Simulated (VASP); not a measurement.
# SiO2 (R-3m) in VASP: relaxation of cell and atoms with PBE

Aim: the relaxation of cell and atoms of SiO2 with PBE.

Program: VASP 6.6.1. These are calculated values, not measurements. Logs are shortened: lines on timing, memory, paths and dates and some standing lists are left out, and cuts for length are marked.

## Step 1: The cell of the first run

Symmetry: R-3m, No. 166, trigonal system. Conventional cell: a = 2.682 Å, b = 2.682 Å, c = 13.141 Å, α = 90.00°, β = 90.00°, γ = 120.00°. Si (site symmetry -3m) has 6 O at 1.90 Å within 2.5 Å. Within 2.5 Å of O (site symmetry 3m) lie 3 Si at 1.90 Å.

## Step 2: Relaxation of cell and atoms, PBE (atoms taken out)

INCAR reads:

```
SYSTEM = SiO2
PREC = Accurate
ENCUT = 1340
EDIFF = 1E-7
ISMEAR = 0
SIGMA = 0.1
LREAL = .FALSE.
LASPH = .TRUE.
NELM = 120
ALGO = Normal
ISIF = 3
LWAVE = .FALSE.
LCHARG = .FALSE.
GGA = PE
IBRION = 2
NSW = 90
EDIFFG = -0.04
GGA_COMPAT = .FALSE.
NELMIN = 4
```

KPOINTS reads:

```
regular mesh
0
G
  6 6 6
  0 0 0
```

POSCAR reads:

```
SiO2
1.0
    1.3411522600      0.7743146200      4.3801849500
   -1.3411522600      0.7743146200      4.3801849500
    0.0000000000     -1.5486292400      4.3801849500
Si O
1 2
Direct
    0.0000000000      0.0000000000      0.0000000000
    0.2500000000      0.2500000000      0.2500000000
    0.7500000000      0.7500000000      0.7500000000
```

Potentials or basis: VASP PAW PBE potentials, release 64 (Si, O_h).

Started as:

```console
> cat potpaw_PBE.64/Si/POTCAR potpaw_PBE.64/O_h/POTCAR > POTCAR
> mpirun -np 1 vasp_std > vasp.out
```

OUTCAR:

```text
SYSTEM = SiO2
   PREC = Accurate
   ENCUT = 1340
   EDIFF = 1E-7
   ISMEAR = 0
   LREAL = .FALSE.
   LASPH = .TRUE.
   NELM = 120
   ISIF = 3
   GGA = PE
   IBRION = 2
   NSW = 90
   EDIFFG = -0.04
   NELMIN = 4

 ion  position               nearest neighbor table
   1  0.000  0.000  0.000-   3 1.90   3 1.90   2 1.90   2 1.90   3 1.90   2 1.90
   2  0.250  0.250  0.250-   1 1.90   1 1.90   1 1.90
   3  0.750  0.750  0.750-   1 1.90   1 1.90   1 1.90

  LATTYP: Found a trigonal (rhomboedric) cell.
 ALAT       =     4.6458877205
 COS(alpha) =     0.8333333336

  Lattice vectors:

 A1 = (   1.3411522600,   0.7743146200,   4.3801849500)
 A2 = (  -1.3411522600,   0.7743146200,   4.3801849500)
 A3 = (   0.0000000000,  -1.5486292400,   4.3801849500)

Analysis of symmetry for initial positions (statically):
=====================================================================
 Subroutine PRICEL returns:
 Original cell was already a primitive cell.

 Routine SETGRP: Setting up the symmetry group for a
 trigonal (rhombohedral) supercell.

 Subroutine GETGRP returns: Found 12 space group operations
 (whereof 12 operations were pure point group operations)
 out of a pool of 12 trial point group operations.

The static configuration has the point symmetry D_3d.

Analysis of symmetry for dynamics (positions and initial velocities):
=====================================================================
 Subroutine PRICEL returns:
 Original cell was already a primitive cell.

 Routine SETGRP: Setting up the symmetry group for a
 trigonal (rhombohedral) supercell.

 Subroutine GETGRP returns: Found 12 space group operations
 (whereof 12 operations were pure point group operations)
 out of a pool of 12 trial point group operations.

The dynamic configuration has the point symmetry D_3d.

 Subroutine INISYM returns: Found 12 space group operations
 (whereof 12 operations are pure point group operations),
 and found     1 'primitive' translations

----------------------------------------------------------------------------------------

                                     Primitive cell

  volume of cell :      27.2922

  direct lattice vectors                    reciprocal lattice vectors
     1.341152260  0.774314620  4.380184950     0.372813747  0.215244117  0.076100287
    -1.341152260  0.774314620  4.380184950    -0.372813747  0.215244117  0.076100287
     0.000000000 -1.548629240  4.380184950     0.000000000 -0.430488234  0.076100287

  length of vectors
     4.645887720  4.645887720  4.645887721     0.437162869  0.437162869  0.437162868

  position of ions in fractional coordinates (direct lattice)
     0.000000000  0.000000000  0.000000000
     0.250000000  0.250000000  0.250000000
     0.750000000  0.750000000  0.750000000

  ion indices of the primitive-cell ions
   primitive index   ion index
                 1           1
                 2           2
                 3           3

----------------------------------------------------------------------------------------

 KPOINTS: regular mesh

Automatic generation of k-mesh.
 Grid dimensions read from file:
 generate k-points for:    6    6    6

 Generating k-lattice:

  Cartesian coordinates                     Fractional coordinates (reciprocal lattice)
     0.062135625  0.035874020  0.012683381     0.166666667  0.000000000  0.000000000
    -0.062135625  0.035874020  0.012683381     0.000000000  0.166666667  0.000000000
     0.000000000 -0.071748039  0.012683381     0.000000000  0.000000000  0.166666667

  Length of vectors
     0.072860478  0.072860478  0.072860478

  Shift w.r.t. Gamma in fractional coordinates (k-lattice)
     0.000000000  0.000000000  0.000000000

 Subroutine IBZKPT returns following result:
 ===========================================

 Found     32 irreducible k-points:

 Following reciprocal coordinates:
            Coordinates               Weight
  0.000000  0.000000  0.000000      1.000000
  0.166667  0.000000 -0.000000      6.000000
  0.333333  0.000000  0.000000      6.000000
  0.500000  0.000000 -0.000000      3.000000
  0.166667  0.166667 -0.000000      6.000000
  0.333333  0.166667  0.000000     12.000000
[... 16 lines left out ...]
  0.500000  0.500000  0.166667      6.000000
 -0.333333  0.500000  0.166667     12.000000
 [... further k-points ...]
   k-points           NKPTS =     32   k-points in BZ     NKDIM =     32   number of bands    NBANDS=     12
   number of dos      NEDOS =    301   number of ions     NIONS =      3
   total plane-waves  NPLWV = 175616
   dimension x,y,z NGX =    56 NGY =   56 NGZ =   56
   dimension x,y,z NGXF=   112 NGYF=  112 NGZF=  112
   ions per type =               1   2
   NGX,Y,Z   is equivalent  to a cutoff of  20.04, 20.04, 20.04 a.u.
   NGXF,Y,Z  is equivalent  to a cutoff of  40.08, 40.08, 40.08 a.u.
 SYSTEM =  SiO2
   PREC   = accura    normal or accurate (medium, high low for compatibility)
   ISTART =      0    job   : 0-new  1-cont  2-samecut
   ICHARG =      2    charge: 1-file 2-atom 10-const
   ISPIN  =      1    spin polarized calculation?
   LNONCOLLINEAR =      F non collinear calculations
   LSORBIT =      F    spin-orbit coupling
   LASPH  =      T    aspherical Exc in radial PAW
   ENCUT  = 1340.0 eV  98.49 Ry    9.92 a.u.  13.87 13.87 13.87*2*pi/ulx,y,z
   NELM   =    120;   NELMIN=  4; NELMDL= -5     # of ELM steps
   EDIFF  = 0.1E-06   stopping-criterion for ELM
   LREAL  =      F    real-space projection
   EDIFFG = -.4E-01   stopping-criterion for IOM
   NSW    =     90    number of steps for IOM
   IBRION =      2    ionic relax: 0-MD 1-quasi-New 2-CG
   NFREE  =      1    steps in history (QN), initial steepest desc. (CG)
   ISIF   =      3    stress and relaxation
   ISYM   =      2    0-nonsym 1-usesym 2-fastsym
   POTIM  = 0.5000    time-step for ionic-motion
   TEBEG  =    0.0;   TEEND  =   0.0 temperature during run
   PSTRESS=    0.0 pullay stress
   NELECT =      16.0000    total number of electrons
   NUPDOWN=      -1.0000    fix difference up-down
   EMIN   =  10.00;   EMAX   =-10.00  energy-range for DOS
   EFERMI =   0.00;   METHOD = LEGACY
   ISMEAR =     0;   SIGMA  =   0.10  broadening in eV -4-tet -1-fermi 0-gaus
   EFERMI_NEDOS =   21; number of points for ismear=-14 and -15
   IALGO  =     38    algorithm
   IMIX   =      4    mixing-type and parameters
     AMIX     =   0.40;   BMIX     =  1.00
     AMIX_MAG =   1.60;   BMIX_MAG =  1.00
  volume/ion in A,a.u.               =       9.10        61.39
  Fermi-wavevector in a.u.,A,eV,Ry     =   1.370151  2.589210 25.542402  1.877314
  Thomas-Fermi vector in A             =   2.495963
   LORBIT       =      0    0 simple, 1 ext, 2 COOP (PROOUT), +10 PAW based schemes
   GGA     = PE    functional components
   LHFCALC =     F    Hartree Fock is set to
   AEXX    =    0.0000 exact exchange contribution
   IVDW    =     0    specifies the selected vdW correction
   LEPSILON=     F    determine dielectric tensor
   LRPA    =     F    only Hartree local field effects (RPA)
 conjugate gradient relaxation of ions
 non-spin polarized calculation
 Gauss-broadening in eV      SIGMA  =   0.10
  energy-cutoff  :     1340.00
  volume of cell :       27.29
 maximum number of plane-waves:      3056
   NGX = 27   NGY = 27   NGZ = 27

--------------------------------------- Ionic step        1  -------------------------------------------

 number of electron      15.9999999 magnetization

 Free energy of the ion-electron system (eV)
  ---------------------------------------------------
  ext. energy  EPLUGINS =         0.00000000
  ---------------------------------------------------
  free energy    TOTEN  =       -21.87896936 eV

  energy without entropy =      -21.87896936  energy(sigma->0) =      -21.87896936

------------------------ aborting loop because EDIFF is reached ----------------------------------------

  FORCE on cell =-STRESS in cart. coord.  units (eV):
  Direction    XX          YY          ZZ          XY          YZ          ZX
  --------------------------------------------------------------------------------------
  -------------------------------------------------------------------------------------
  Total       -0.8806806     -0.8806806     -6.9269316      0.0000000      0.0000000      0.0000000
  in kB      -51.6999059    -51.6999061   -406.6420025      0.0000000      0.0000000      0.0000000
  external PRESSURE =    -170.0139382 kB  Pullay stress =       0.0000000 kB
[... 92 lines left out ...]
  FREE ENERGIE OF THE ION-ELECTRON SYSTEM (eV)
  ---------------------------------------------------
  free  energy   TOTEN  =       -22.6018497430 eV

  energy  without entropy=      -22.6018497430  energy(sigma->0) =      -22.60184974

 E-fermi :   3.7403     XC(G=0): -10.0454

 val. band max:        3.2319195916   @ k =   0.1667   0.0000  -0.0000
 cond. band min:       9.5322097725   @ k =   0.0000   0.0000   0.0000
 fundamental gap:      6.3002901809
 Fermi energy:         3.7402680676

 k-point     1 :       0.0000    0.0000    0.0000
  band No.  band energies     occupation
      1     -17.9720      2.00000
      2     -14.1725      2.00000
      3      -1.6681      2.00000
      4       1.1387      2.00000
      5       1.1387      2.00000
      6       2.2178      2.00000
      7       2.2178      2.00000
      8       2.8825      2.00000
      9       9.5322      0.00000
     10      11.6140      0.00000
     11      15.3562      0.00000
     12      16.5848      0.00000
[... 331 lines left out ...]
 k-point    24 :      -0.3333    0.5000    0.1667
  band No.  band energies     occupation
      1     -15.2872      2.00000
      2     -13.9210      2.00000
      3      -4.4299      2.00000
      4      -2.8185      2.00000
      5      -1.4994      2.00000
      6       0.4837      2.00000
      7       1.8882      2.00000
      8       2.7458      2.00000
      9      12.6270      0.00000
     10      14.5764      0.00000
     11      16.1842      0.00000
     12      17.3352      0.00000

 [... further k-points ...]

[... ionic steps 4 to 18 ...]

--------------------------------------- Ionic step       19  -------------------------------------------

 number of electron      16.0000001 magnetization

------------------------ aborting loop because EDIFF is reached ----------------------------------------

  FORCE on cell =-STRESS in cart. coord.  units (eV):
  Direction    XX          YY          ZZ          XY          YZ          ZX
  --------------------------------------------------------------------------------------
  -------------------------------------------------------------------------------------
  Total        0.1486890      0.1486890      0.1282165      0.0000000      0.0000000     -0.0000000
  in kB        7.3567507      7.3567507      6.3438220      0.0000000      0.0000000     -0.0000000
  external PRESSURE =       7.0191078 kB  Pullay stress =       0.0000000 kB
[... 59 lines left out ...]
  energy  without entropy=      -22.8164206864  energy(sigma->0) =      -22.81642069

--------------------------------------- Ionic step       21  -------------------------------------------

 number of electron      16.0000002 magnetization

 Free energy of the ion-electron system (eV)
  ---------------------------------------------------
  ext. energy  EPLUGINS =         0.00000000
  ---------------------------------------------------
  free energy    TOTEN  =       -22.81688688 eV

  energy without entropy =      -22.81688688  energy(sigma->0) =      -22.81688688

 E-fermi :   3.1892     XC(G=0):  -9.7617

 val. band max:        2.7044891277   @ k =  -0.1667   0.1667   0.0000
 cond. band min:       8.9271191636   @ k =   0.0000   0.0000   0.0000
 fundamental gap:      6.2226300360
 Fermi energy:         3.1891802125

 k-point     1 :       0.0000    0.0000    0.0000
  band No.  band energies     occupation
      1     -18.3815      2.00000
      2     -14.6242      2.00000
      3      -2.0532      2.00000
      4       0.6514      2.00000
      5       0.6514      2.00000
      6       1.7162      2.00000
      7       1.7162      2.00000
      8       2.3246      2.00000
      9       8.9271      0.00000
     10      11.0489      0.00000
     11      14.2793      0.00000
     12      15.9905      0.00000
[... 375 lines left out ...]
  FREE ENERGIE OF THE ION-ELECTRON SYSTEM (eV)
  ---------------------------------------------------
  free  energy   TOTEN  =       -22.8168868786 eV

  energy  without entropy=      -22.8168868786  energy(sigma->0) =      -22.81688688

 reached required accuracy - stopping structural energy minimisation
```

Run time: 25 min. Hardware: 1 thread of Intel Xeon Platinum 8375C at 2.90GHz (Ice Lake), shared host; peak memory 0.47 GiB.

Results:

```yaml
Free_energy: -22.8169 eV
Relaxed_volume: 11.04 Å³/atom
Relaxed_cell: a = 5.470 Å, b = 5.470 Å, c = 5.470 Å, α = 28.58°, β = 28.58°, γ = 28.58°
Space_group_after_relaxing_to_0.1_Å: R-3m (No. 166)
Energy_gained_by_relaxing: 312.6 meV/atom
Ionic_steps: 21
Pressure_after_relaxing: -0.1 GPa
Largest_force_after_relaxing: 0.029 eV/Å
Band_gap_on_the_k_mesh: 6.22 eV (least direct gap 6.60 eV)
```

Forces in eV/Å, atoms in the order of the input:
```
Si   0.000  0.000  0.000
O    0.000  0.000 -0.029
O    0.000  0.000  0.029
```

The path:
```csv
step,energy change (eV),largest force (eV/Å),pressure (GPa),volume (Å³)
1,0.0000,4.5155,-17.00,27.29
2,0.0171,4.5680,55.39,23.57
3,-0.7229,0.9200,8.46,25.35
4,-0.7270,0.6065,10.86,25.22
5,-0.8074,0.3443,-1.25,26.99
6,-0.8074,0.3402,-1.43,27.02
7,-0.8530,0.0629,1.50,27.42
8,-0.8594,1.1339,10.77,28.36
9,-0.8726,0.7501,7.20,28.02
10,-0.8922,0.5648,5.49,28.47
11,-0.9245,0.0325,1.12,29.82
12,-0.9282,0.1936,-0.49,30.41
13,-0.9283,0.2196,-0.66,30.47
14,-0.9298,0.1833,-0.35,30.61
15,-0.9331,0.0668,0.62,31.02
16,-0.9334,0.1929,2.74,31.82
17,-0.9342,0.0915,1.91,31.50
18,-0.9352,0.0775,1.60,31.72
19,-0.9372,0.0450,0.70,32.38
20,-0.9375,0.0048,-0.79,33.72
21,-0.9379,0.0286,-0.09,33.11
```

Final structure:
```cif
data_structure
_symmetry_space_group_name_H-M 'P 1'
_symmetry_Int_Tables_number 1
_cell_length_a 5.4702
_cell_length_b 5.4702
_cell_length_c 5.4702
_cell_angle_alpha 28.580
_cell_angle_beta 28.580
_cell_angle_gamma 28.580
_cell_volume 33.11
loop_
_atom_site_label
_atom_site_type_symbol
_atom_site_fract_x
_atom_site_fract_y
_atom_site_fract_z
_atom_site_occupancy
Si1 Si 0.00000 0.00000 0.00000 1
O1 O 0.27519 0.27519 0.27519 1
O2 O 0.72481 0.72481 0.72481 1
```

Caveat: the k points lie up to 0.45 Å⁻¹ apart in the final cell; the cell differs from its parent crystal (atoms taken out); the volume moved by over 15 % at a fixed basis, so the end points are rough. A k mesh can miss the band edges.
